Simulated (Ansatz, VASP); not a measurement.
## Pt: VASP beside Ansatz

The input INCAR:

```
SYSTEM = Pt
PREC = Accurate ; ENCUT = 520
EDIFF = 1E-6 ; ISMEAR = 0
SIGMA = 0.15 ; LREAL = .FALSE.
LASPH = .TRUE. ; NELM = 60
ALGO = Normal ; ISIF = 2
LWAVE = .FALSE. ; LCHARG = .TRUE.
GGA = PS ; LELF = .TRUE.
LVHAR = .TRUE. ; NBANDS = 17
```

File KPOINTS:

```
regular mesh
0
G
  18 18 10
  0 0 0
```

The input POSCAR:

```
Pt
1.0
    2.8524000000      0.0000000000      0.0000000000
   -1.4262000000      2.4702508617      0.0000000000
    0.0000000000      0.0000000000      4.5500000000
Pt
2
Direct
    0.6666666667      0.3333333333      0.7500000000
    0.3333333333      0.6666666667      0.2500000000
```

Input for Ansatz:

```yaml
crystal:
  lattice:
    - [2.8524, 0.0, 0.0]
    - [-1.4262, 2.4702508617, 0.0]
    - [0.0, 0.0, 4.55]
  atoms:
    - { symbol: Pt, position: [0.6666666667, 0.3333333333, 0.75] }
    - { symbol: Pt, position: [0.3333333333, 0.6666666667, 0.25] }
basis:
  ecutwfc: 420
kpoints:
  mp_grid: { grid: [18, 18, 10] }
hamiltonian:
  xc: pbesol
scf:
  occupations: { method: gaussian, width: 0.15 }
output:
  forces: true
  stress: true
  eigenvalues: true
```

Alike in both runs: task single point; functional PBEsol; k mesh 18 × 18 × 10; occupations gaussian, width 0.15 eV; no spin polarisation.

|  | VASP | Ansatz |
| --- | --- | --- |
| version | VASP 6.6.1 | Ansatz 0.2.0 |
| potentials or method | VASP PAW PBE potentials, release 64 (Pt), cutoff 520 eV | scalar-relativistic, plane waves, PAW |
| valence electrons in the cell | 20 | 36 |

Ansatz gave:

* gap on the k mesh at the Fermi level (eV): none
* pressure (GPa): -13.5
* traceless stress, the component that is largest in VASP (GPa): 5.55

Question: Which values does VASP return?

Answer: gap on the k mesh at the Fermi level (eV): none; pressure (GPa): -13.9; traceless stress, the component that is largest in VASP (GPa): 5.51.

VASP's potentials were made for PBE, not for PBEsol. A gap of «none» marks a metal or a gap that the smearing closes. VASP's potentials hold 20 valence electrons a cell and Ansatz's 36, so a difference there can come from the potentials and not from the codes.

Spin-orbit coupling is off throughout.
